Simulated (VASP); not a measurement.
Mn:

```
CELL_PARAMETERS angstrom
-1.43214 1.43214 1.43214
1.43214 -1.43214 1.43214
1.43214 1.43214 -1.43214
ATOMIC_POSITIONS crystal
Mn 0.00000 0.00000 0.00000
```

| Item | Value |
| --- | --- |
| Program | VASP 6.6.1 |
| Task | relaxation of cell and atoms |
| Functional | revPBE |
| Potentials or basis | VASP PAW PBE potentials, release 64 (Mn_pv) |
| Cutoff | 500 eV |
| k mesh | 15 × 15 × 15 |
| Occupations | fermi-dirac, width 0.05 eV |
| Spin | collinear spin, ferromagnetic start |
| Starting moments | [3.0] μB |

At the start: pressure -11.5 GPa; volume 11.75 Å³/atom.

Q: Where does the relaxation end?

A: Over 4 steps the energy falls by 25.2 meV/atom and the volume is 11.10 Å³/atom (-5.5 %); space group Im-3m (No. 229, to 0.05 Å); moment 0.85 μB per cell.

Step by step:
| step | energy change (eV) | largest force (eV/Å) | pressure (GPa) | volume (Å³) |
| --- | --- | --- | --- | --- |
| 1 | 0.0000 | 0.0000 | -11.53 | 11.75 |
| 2 | 0.0163 | 0.0000 | 19.10 | 10.37 |
| 3 | -0.0252 | 0.0000 | -0.27 | 11.11 |
| 4 | -0.0252 | 0.0000 | 0.01 | 11.10 |

Final structure:
```cif
data_structure
_symmetry_space_group_name_H-M 'P 1'
_symmetry_Int_Tables_number 1
_cell_length_a 2.4340
_cell_length_b 2.4340
_cell_length_c 2.4340
_cell_angle_alpha 109.471
_cell_angle_beta 109.471
_cell_angle_gamma 109.471
_cell_volume 11.10
loop_
_atom_site_label
_atom_site_type_symbol
_atom_site_fract_x
_atom_site_fract_y
_atom_site_fract_z
_atom_site_occupancy
Mn1 Mn 0.00000 0.00000 0.00000 1
```

Caveat: the PAW data sets were made with another functional, which shifts forces and pressure a little.
